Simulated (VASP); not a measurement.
The system is CdTe.

```
Cd Te
1.0
     0.00000    3.27996    3.27996
     3.27996    0.00000    3.27996
     3.27996    3.27996    0.00000
Cd Te
1 1
Direct
  0.00000 0.00000 0.00000
  0.25000 0.25000 0.25000
```

Base run:

```yaml
Program: VASP 6.6.1
Functional: PBE
Potentials_or_basis: VASP PAW PBE potentials, release 64 (Cd, Te)
Cutoff: 500 eV
k_mesh: 4 × 4 × 4
Occupations: methfessel-paxton, width 0.2 eV
Spin: no spin polarisation
```

Its results: pressure 1.3 GPa.

Task: After a change of settings the same cell gave: pressure 1.9 GPa. Which change was it?
A. occupations from methfessel-paxton, width 0.2 eV to fermi-dirac, width 0.5 eV
B. k mesh from 4 × 4 × 4 to 2 × 2 × 2; occupations from methfessel-paxton, width 0.2 eV to gaussian, width 0.01 eV
C. functional from PBE to PBEsol; occupations from methfessel-paxton, width 0.2 eV to gaussian, width 0.01 eV

Result: A.

Caveats: some runs use coarse meshes.
